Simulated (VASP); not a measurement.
# Hf (Fm-3m) in VASP: a series of runs

Hf is run at these levels: PBE; tasks: single point.

Everything below comes from runs of VASP 6.6.1. Logs are shortened: lines on timing, memory, paths and dates and some standing lists are left out, and cuts for length are marked.

## (1) The cell of the first run

It takes space group Fm-3m (No. 225, cubic). Conventional cell: a = 4.440 Å, b = 4.440 Å, c = 4.440 Å, α = 90.00°, β = 90.00°, γ = 90.00°. Within 4.1 Å of Hf (site symmetry m-3m) lie 12 Hf at 3.14 Å.

## (2) Single point, PBE, non-collinear spin, zero start, spin-orbit coupling

The input, INCAR:

```
PREC = Accurate
ENCUT = 520
EDIFF = 1E-7
ISMEAR = -1
SIGMA = 0.03
LREAL = False
LASPH = True
NELM = 150
ALGO = Normal
ISIF = 2
LWAVE = False
LCHARG = False
MAGMOM = 0 0 0
LORBIT = 11
LSORBIT = True
GGA_COMPAT = False
LORBMOM = True
LMAXMIX = 4
GGA = PE
NBANDS = 21
```

The input, KPOINTS:

```
regular mesh
0
Gamma
  16 16 16
```

The input, POSCAR:

```
Hf
1.0
    0.0000000000      2.2200000000      2.2200000000
    2.2200000000      0.0000000000      2.2200000000
    2.2200000000      2.2200000000      0.0000000000
Hf
1
Direct
    0.0000000000      0.0000000000      0.0000000000
```

Potentials or basis: VASP PAW PBE potentials, release 64 (Hf_pv).

Started as:

```sh
> cat potpaw_PBE.64/Hf_pv/POTCAR > POTCAR
> mpirun -np 1 vasp_ncl > vasp.out
```

OUTCAR:

```text
PREC = Accurate
   ENCUT = 520
   EDIFF = 1E-7
   ISMEAR = -1
   LREAL = False
   LASPH = True
   NELM = 150
   ISIF = 2
   LORBIT = 11
   LSORBIT = True
   GGA = PE

 ion  position               nearest neighbor table
   1  0.000  0.000  0.000-

  LATTYP: Found a face centered cubic cell.
 ALAT       =     4.4400000000

  Lattice vectors:

 A1 = (   0.0000000000,   2.2200000000,   2.2200000000)
 A2 = (   2.2200000000,   0.0000000000,   2.2200000000)
 A3 = (   2.2200000000,   2.2200000000,   0.0000000000)

Analysis of symmetry for initial positions (statically):
=====================================================================
 Subroutine PRICEL returns:
 Original cell was already a primitive cell.

 Routine SETGRP: Setting up the symmetry group for a
 face centered cubic supercell.

 Subroutine GETGRP returns: Found 48 space group operations
 (whereof 48 operations were pure point group operations)
 out of a pool of 48 trial point group operations.

The static configuration has the point symmetry O_h .

Analysis of symmetry for dynamics (positions and initial velocities):
=====================================================================
 Subroutine PRICEL returns:
 Original cell was already a primitive cell.

 Routine SETGRP: Setting up the symmetry group for a
 face centered cubic supercell.

 Subroutine GETGRP returns: Found 48 space group operations
 (whereof 48 operations were pure point group operations)
 out of a pool of 48 trial point group operations.

The dynamic configuration has the point symmetry O_h .

Analysis of structural, dynamic, and magnetic symmetry:
=====================================================================
 Subroutine PRICEL returns:
 Original cell was already a primitive cell.

 Routine SETGRP: Setting up the symmetry group for a
 face centered cubic supercell.

 Subroutine GETGRP returns: Found 48 space group operations
 (whereof 48 operations were pure point group operations)
 out of a pool of 48 trial point group operations.

The overall configuration has the point symmetry O_h .

 Subroutine INISYM returns: Found 48 space group operations
 (whereof 48 operations are pure point group operations),
 and found     1 'primitive' translations

----------------------------------------------------------------------------------------

                                     Primitive cell

  volume of cell :      21.8821

  direct lattice vectors                    reciprocal lattice vectors
     0.000000000  2.220000000  2.220000000    -0.225225225  0.225225225  0.225225225
[... 139 lines left out ...]
 Fermi energy:         4.8846161056

 k-point     1 :       0.0000    0.0000    0.0000
  band No.  band energies     occupation
      1     -29.9255      1.00000
      2     -29.9255      1.00000
      3     -22.7808      1.00000
      4     -22.7808      1.00000
      5     -22.7808      1.00000
      6     -22.7808      1.00000
[... 565 lines left out ...]
     20      17.0979      0.00000
     21      17.9917      0.00000

 [... further k-points ...]
[... 5 lines left out ...]
  --------------------------------------------------------------------------------------
  -------------------------------------------------------------------------------------
  Total        0.3033034      0.3033034      0.3033034      0.0000000     -0.0000000      0.0000000
  in kB       22.2074627     22.2074627     22.2074627      0.0000000     -0.0000000      0.0000000
  external PRESSURE =      22.2074627 kB  Pullay stress =       0.0000000 kB

 VOLUME and BASIS-vectors are now :
 -----------------------------------------------------------------------------
  energy-cutoff  :      520.00
  volume of cell :       21.88
      direct lattice vectors                 reciprocal lattice vectors
     0.000000000  2.220000000  2.220000000    -0.225225225  0.225225225  0.225225225
     2.220000000  0.000000000  2.220000000     0.225225225 -0.225225225  0.225225225
     2.220000000  2.220000000  0.000000000     0.225225225  0.225225225 -0.225225225

 POSITION                                       TOTAL-FORCE (eV/Angst)
 -----------------------------------------------------------------------------------
      0.00000      0.00000      0.00000         0.000000      0.000000      0.000000
 -----------------------------------------------------------------------------------
    total drift:                               -0.000000      0.000000     -0.000000

  FREE ENERGIE OF THE ION-ELECTRON SYSTEM (eV)
  ---------------------------------------------------
  free  energy   TOTEN  =       -10.5346690450 eV

  energy  without entropy=      -10.5290641291  energy(sigma->0) =      -10.53186659

 orbital moment (x)

 # of ion     p       d       tot
 ----------------------------------------
  1         0.000  -0.000  -0.000
 ----------------------------------------
            0.000  -0.000  -0.000

 orbital moment (y)

 # of ion     p       d       tot
 ----------------------------------------
  1         0.000   0.000   0.000
 ----------------------------------------
            0.000   0.000   0.000

 orbital moment (z)

 # of ion     p       d       tot
 ----------------------------------------
  1         0.000   0.000   0.000
 ----------------------------------------
            0.000   0.000   0.000

 Spin-Orbit-Coupling matrix elements

 Ion:    1  E_soc:     -1.3609899
 l=   1
     0.0000000    -0.2188711    -0.2188711
    -0.2188711     0.0000000    -0.2188711
    -0.2188711    -0.2188711     0.0000000
 l=   2
     0.0000000    -0.0017546     0.0000000    -0.0017546    -0.0062060
    -0.0017546     0.0000000    -0.0046545    -0.0017546    -0.0015515
     0.0000000    -0.0046545     0.0000000    -0.0046545     0.0000000
    -0.0017546    -0.0017546    -0.0046545     0.0000000    -0.0015515
    -0.0062060    -0.0015515     0.0000000    -0.0015515     0.0000000
 l=   3
     0.0000000     0.0000000     0.0000000     0.0000000     0.0000000     0.0000000     0.0000000
     0.0000000     0.0000000     0.0000000     0.0000000     0.0000000     0.0000000     0.0000000
     0.0000000     0.0000000     0.0000000     0.0000000     0.0000000     0.0000000     0.0000000
     0.0000000     0.0000000     0.0000000     0.0000000     0.0000000     0.0000000     0.0000000
     0.0000000     0.0000000     0.0000000     0.0000000     0.0000000     0.0000000     0.0000000
     0.0000000     0.0000000     0.0000000     0.0000000     0.0000000     0.0000000     0.0000000
     0.0000000     0.0000000     0.0000000     0.0000000     0.0000000     0.0000000     0.0000000

 total charge

# of ion       s       p       d       tot
------------------------------------------
    1        0.394   6.442   1.594   8.430

 magnetization (x)

# of ion       s       p       d       tot
------------------------------------------
    1       -0.000  -0.000  -0.000  -0.000

 magnetization (y)

# of ion       s       p       d       tot
------------------------------------------
    1       -0.000  -0.000  -0.000  -0.000

 magnetization (z)

# of ion       s       p       d       tot
------------------------------------------
    1       -0.000  -0.000   0.000   0.000
```

Run time: 54 s. Hardware: 1 thread of Intel Xeon 6975P-C (Granite Rapids), shared host; peak memory 0.25 GiB.

What came out:

```yaml
Free_energy: -10.5347 eV
Pressure: 2.2 GPa
Net_moment: 0.00 μB per cell
Valence_electrons_inside_the_program's_atomic_spheres: Hf 8.43
```

Moments on the atoms (μB; x, y, z):
```
Hf  0.00 0.00 0.00
```

## (3) Single point, PBE

The input, INCAR:

```
ALGO = Normal
EDIFF = 1E-6
ENCUT = 520
GGA = PE
ISIF = 2
ISMEAR = -1
LASPH = T
LCHARG = F
LREAL = F
LWAVE = F
NBANDS = 11
NELM = 80
PREC = Accurate
SIGMA = 0.03
```

The input, KPOINTS:

```
k-points
0
Gamma
  8 8 8
```

POSCAR is that of step 2.

Potentials or basis: VASP PAW PBE potentials, release 64 (Hf_pv).

Started as:

```sh
> cat potpaw_PBE.64/Hf_pv/POTCAR > POTCAR
> mpirun -np 1 vasp_std > vasp.out
```

OUTCAR:

```text
EDIFF = 1E-6
   ENCUT = 520
   GGA = PE
   ISIF = 2
   ISMEAR = -1
   LASPH = T
   LREAL = F
   NELM = 80
   PREC = Accurate

 ion  position               nearest neighbor table
   1  0.000  0.000  0.000-

  LATTYP: Found a face centered cubic cell.
 ALAT       =     4.4400000000

  Lattice vectors:

 A1 = (   0.0000000000,   2.2200000000,   2.2200000000)
 A2 = (   2.2200000000,   0.0000000000,   2.2200000000)
 A3 = (   2.2200000000,   2.2200000000,   0.0000000000)

Analysis of symmetry for initial positions (statically):
=====================================================================
 Subroutine PRICEL returns:
 Original cell was already a primitive cell.

 Routine SETGRP: Setting up the symmetry group for a
 face centered cubic supercell.

 Subroutine GETGRP returns: Found 48 space group operations
 (whereof 48 operations were pure point group operations)
 out of a pool of 48 trial point group operations.

The static configuration has the point symmetry O_h .

Analysis of symmetry for dynamics (positions and initial velocities):
=====================================================================
[... 158 lines left out ...]
 cond. band min:       4.9748035040   @ k =   0.5000   0.2500   0.1250
 fundamental gap:      0.1459021595
 Fermi energy:         4.9186991953

 k-point     1 :       0.0000    0.0000    0.0000
  band No.  band energies     occupation
      1     -25.0479      2.00000
      2     -25.0479      2.00000
      3     -25.0479      2.00000
      4      -2.3911      2.00000
      5       6.3008      0.00000
      6       6.3008      0.00000
      7       6.3008      0.00000
      8       9.1744      0.00000
      9       9.1744      0.00000
     10      16.2748      0.00000
     11      18.0323      0.00000
[... 309 lines left out ...]
 k-point    24 :      -0.3750    0.2500    0.1250
  band No.  band energies     occupation
      1     -25.8024      2.00000
      2     -25.3960      2.00000
      3     -25.2372      2.00000
      4       2.5758      2.00000
      5       4.0135      2.00000
      6       5.2918      0.00001
      7       7.2830      0.00000
      8      10.7205      0.00000
      9      12.8640      0.00000
     10      13.5485      0.00000
     11      18.0388      0.00000

 [... further k-points ...]
[... 5 lines left out ...]
  --------------------------------------------------------------------------------------
  -------------------------------------------------------------------------------------
  Total        0.3893772      0.3893772      0.3893772     -0.0000000      0.0000000      0.0000000
  in kB       28.5096674     28.5096674     28.5096674     -0.0000000      0.0000000      0.0000000
  external PRESSURE =      28.5096674 kB  Pullay stress =       0.0000000 kB

 VOLUME and BASIS-vectors are now :
 -----------------------------------------------------------------------------
  energy-cutoff  :      520.00
  volume of cell :       21.88
      direct lattice vectors                 reciprocal lattice vectors
     0.000000000  2.220000000  2.220000000    -0.225225225  0.225225225  0.225225225
     2.220000000  0.000000000  2.220000000     0.225225225 -0.225225225  0.225225225
     2.220000000  2.220000000  0.000000000     0.225225225  0.225225225 -0.225225225

 POSITION                                       TOTAL-FORCE (eV/Angst)
 -----------------------------------------------------------------------------------
      0.00000      0.00000      0.00000         0.000000      0.000000     -0.000000
 -----------------------------------------------------------------------------------
    total drift:                                0.000000      0.000000      0.000000

  FREE ENERGIE OF THE ION-ELECTRON SYSTEM (eV)
  ---------------------------------------------------
  free  energy   TOTEN  =        -9.8382454399 eV

  energy  without entropy=       -9.8345039307  energy(sigma->0) =       -9.83637469
```

OSZICAR:

```text
N       E                     dE             d eps       ncg     rms          rms(c)
DAV:   1     0.129304548653E+02    0.12930E+02   -0.56005E+03   638   0.833E+02
DAV:   2    -0.975910758877E+01   -0.22690E+02   -0.22073E+02   831   0.155E+02
DAV:   3    -0.101651817950E+02   -0.40607E+00   -0.40454E+00   799   0.145E+01
DAV:   4    -0.101667237217E+02   -0.15419E-02   -0.15418E-02   764   0.110E+00
DAV:   5    -0.101667319153E+02   -0.81935E-05   -0.81930E-05   779   0.672E-02    0.467E+01
DAV:   6    -0.992434971249E+01    0.24238E+00   -0.20314E-01   716   0.340E+00    0.278E+01
DAV:   7    -0.984159071209E+01    0.82759E-01   -0.31312E-01   737   0.412E+00    0.134E+00
DAV:   8    -0.983821327438E+01    0.33774E-02   -0.25303E-02   710   0.106E+00    0.898E-02
DAV:   9    -0.983824679460E+01   -0.33520E-04   -0.30952E-04   766   0.156E-01    0.449E-02
DAV:  10    -0.983824548492E+01    0.13097E-05   -0.18169E-05   716   0.342E-02    0.330E-02
DAV:  11    -0.983824543992E+01    0.45003E-07   -0.23584E-06   739   0.118E-02
   1 F= -.98382454E+01 E0= -.98363747E+01  d E =-.374151E-02
```

Wall time 6.9 s (1 thread of Intel Xeon 8259CL, shared host); peak memory 0.13 GiB.

Results:

```
Free energy            : -9.8382 eV
Pressure               : 2.9 GPa
Band gap on the k mesh : zero (band 5 reaches 6.30 eV, above the bottom of band 6 at 4.49 eV)
```

Levels at points of the mesh, in eV from the Fermi level:
```csv
k point,band 2,band 3,band 4,band 5,band 6,band 7,band 8,band 9
"(0.00, 0.00, 0.00)",-29.97,-29.97,-7.31,1.38,1.38,1.38,4.26,4.26
"(0.50, 0.00, 0.00)",-30.08,-30.08,-3.73,0.63,1.16,1.16,6.43,6.43
"(0.50, 0.50, 0.00)",-30.28,-30.28,-3.37,-2.24,2.61,6.45,7.07,7.07
```

Caveat: spin-orbit coupling is left out, which moves the levels of the heavy elements.

## (4) Single point, PBE

The input, INCAR:

```
SYSTEM = Hf
  PREC = Accurate
  ENCUT = 520
  EDIFF = 1E-6
  ISMEAR = -1
  SIGMA = 0.03
  LREAL = .False.
  LASPH = .True.
  NELM = 60
  ALGO = Normal
  ISIF = 2
  LWAVE = .False.
  LCHARG = .False.
  GGA = PE
  NBANDS = 11
```

The input, KPOINTS:

```
regular mesh
0
Gamma
  12 12 12
  0 0 0
```

POSCAR is that of step 3.

Started as:

```sh
> cat potpaw_PBE.64/Hf_pv/POTCAR > POTCAR
> mpirun -np 1 vasp_std > vasp.out
```

Run time: 11 s. Hardware: 1 thread of Intel Xeon 8259CL, shared host; peak memory 0.15 GiB.

Results (log left out):

* Free energy: -9.8496 eV
* Pressure: 2.6 GPa
* Band gap on the k mesh: zero (band 5 reaches 6.31 eV, above the bottom of band 6 at 4.50 eV)

Levels at points of the mesh, in eV from the Fermi level:
| k point | band 1 | band 2 | band 3 | band 4 | band 5 | band 6 | band 7 | band 8 | band 9 | band 10 |
| --- | --- | --- | --- | --- | --- | --- | --- | --- | --- | --- |
| (0.00, 0.00, 0.00) | -29.95 | -29.95 | -29.95 | -7.30 | 1.40 | 1.40 | 1.40 | 4.27 | 4.27 | 11.37 |
| (0.50, 0.00, 0.00) | -30.82 | -30.06 | -30.06 | -3.71 | 0.64 | 1.17 | 1.17 | 6.45 | 6.45 | 9.65 |
| (0.50, 0.50, 0.00) | -30.77 | -30.26 | -30.26 | -3.36 | -2.22 | 2.62 | 6.46 | 7.09 | 7.09 | 10.08 |

Caveat: spin-orbit coupling is left out, which moves the levels of the heavy elements.

## (5) The runs side by side

| spin | k mesh | gap on the mesh (eV) | pressure (GPa) |
| --- | --- | --- | --- |
| non-collinear, zero start, SOC | 16 × 16 × 16 | - | 2.2 |
| off | 8 × 8 × 8 | none | 2.9 |
| off | 12 × 12 × 12 | none | 2.6 |

Alike in all rows: task single point; level PBE; potentials or basis VASP PAW PBE potentials, release 64 (Hf_pv); cell as given; cutoff (eV) 520; smearing fermi-dirac 0.03 eV.

Caveats: spin-orbit coupling is left out, which moves the levels of the heavy elements (some runs).

Absolute energies hang on the potentials; compare differences alone.
